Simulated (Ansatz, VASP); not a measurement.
**Two plane-wave programs on CuAu3**

```
CELL_PARAMETERS angstrom
4.09029 0.00000 0.00000
0.00000 4.09029 0.00000
0.00000 0.00000 4.09029
ATOMIC_POSITIONS crystal
Cu 0.00000 0.00000 0.00000
Au 0.00000 0.50000 0.50000
Au 0.50000 0.00000 0.50000
Au 0.50000 0.50000 0.00000
```

Alike in both runs: functional r2SCAN; k mesh 8 × 8 × 8; occupations fermi-dirac, width 0.1 eV; no spin polarisation.

Ansatz relaxed the structure, and its values are those at the end. VASP's run is a single point on that final structure, the one shown.

```csv
,VASP,Ansatz
version,VASP 6.6.1,Ansatz 0.2.0
potentials or method,"VASP PAW PBE potentials, release 64 (Cu, Au), cutoff 520 eV",PAW plane waves
valence electrons in the cell,44,76
```

VASP gave:

```
pressure (GPa) : -7.5
```

Problem. Which values does Ansatz return?

Solution. Pressure (GPa): -7.6.

VASP's potentials were made for PBE, not for r2SCAN. VASP's potentials hold 44 valence electrons a cell and Ansatz's 76, so a difference there can come from the potentials and not from the codes. Ansatz's warnings: stress scf threshold loose.

Neither program's run includes spin-orbit coupling.
